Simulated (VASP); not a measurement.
A run of VASP 6.6.1 is set up as follows.

Contents of INCAR:

```
PREC = Accurate ; ENCUT = 600
EDIFF = 1E-8 ; ISMEAR = -1
SIGMA = 0.05 ; LREAL = False
LASPH = True ; NELM = 100
ALGO = Normal ; ISIF = 3
LWAVE = False ; LCHARG = False
GGA = PS ; NBANDS = 15
IBRION = 6 ; NFREE = 2
POTIM = 0.015 ; NSW = 1
```

File KPOINTS:

```
Automatic mesh
0
Gamma
  7 7 7
```

Contents of POSCAR:

```
CaO
1.0
    0.0000000000      2.4035556960      2.4035556960
    2.4035556960      0.0000000000      2.4035556960
    2.4035556960      2.4035556960      0.0000000000
Ca O
1 1
Direct
    0.0000000000      0.0000000000      0.0000000000
    0.5000000000      0.5000000000      0.5000000000
```

Potentials or basis: VASP PAW PBE potentials, release 64 (Ca_sv, O).

Run with:

```bash
$ cat potpaw_PBE.64/Ca_sv/POTCAR potpaw_PBE.64/O/POTCAR > POTCAR
$ mpirun -np 1 vasp_std > vasp.out
```

What does it give for the elastic constants C11, C12, C44?

210, 57, 76 GPa.

What does it give for the Voigt bulk modulus?

108 GPa.

Estimate the highest phonon frequency at Γ, LO-TO splitting left out.

261 cm⁻¹.

Elastic tensor in Voigt notation (GPa, in the Cartesian axes of the cell as first typed):
```
210  57  57   0   0   0
 57 210  57   0   0   0
 57  57 210   0   0   0
  0   0   0  76   0   0
  0   0   0   0  76   0
  0   0   0   0   0  76
```

Caveat: the cell is under stress, which shifts elastic constants; the PAW data sets were made with another functional, which shifts forces and pressure a little.
